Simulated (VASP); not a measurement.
# BN: single point with PBE+D3(BJ)

Slab: BN, a slab with vacuum.

```xyz
8
Lattice="2.5071 0.0000 0.0000 -1.2536 2.1712 0.0000 0.0000 0.0000 45.8424" Properties=species:S:1:pos:R:3 pbc="T T T"
B     1.2536    0.7237   17.9307
B     0.0000    1.4475   21.2637
B     1.2536    0.7237   24.5787
B     0.0000    1.4475   27.9117
N     0.0000    1.4475   17.9290
N     1.2536    0.7237   21.2636
N     0.0000    1.4475   24.5788
N     1.2536    0.7237   27.9134
```

```yaml
Program: VASP 6.6.1
Task: single point
Functional: PBE
Dispersion: D3(BJ)
Potentials_or_basis: VASP PAW PBE potentials, release 64 (B, N)
Cutoff: 520 eV
k_mesh: 12 × 12 × 1
Occupations: gaussian, width 0.01 eV
Spin: no spin polarisation
```

The band gap on the k mesh is 4.32 eV, indirect (least direct gap 4.67 eV) and the dispersion energy per atom is -0.123 eV.

Levels at points of the mesh, in eV from the valence-band top:
| k point | band 13 | band 14 | band 15 | band 16 | band 17 | band 18 | band 19 | band 20 |
| --- | --- | --- | --- | --- | --- | --- | --- | --- |
| (0.00, 0.00, 0.00) | -1.32 | -1.32 | -1.31 | -1.31 | 4.92 | 5.07 | 5.85 | 6.00 |
| (0.50, 0.00, 0.00) | -1.34 | -1.06 | -0.75 | -0.52 | 4.32 | 4.57 | 4.98 | 5.42 |

Run time: 3.9 min on 1 thread of AMD EPYC 7R13 Processor (Zen 3) (shared host), peak memory 0.37 GiB.
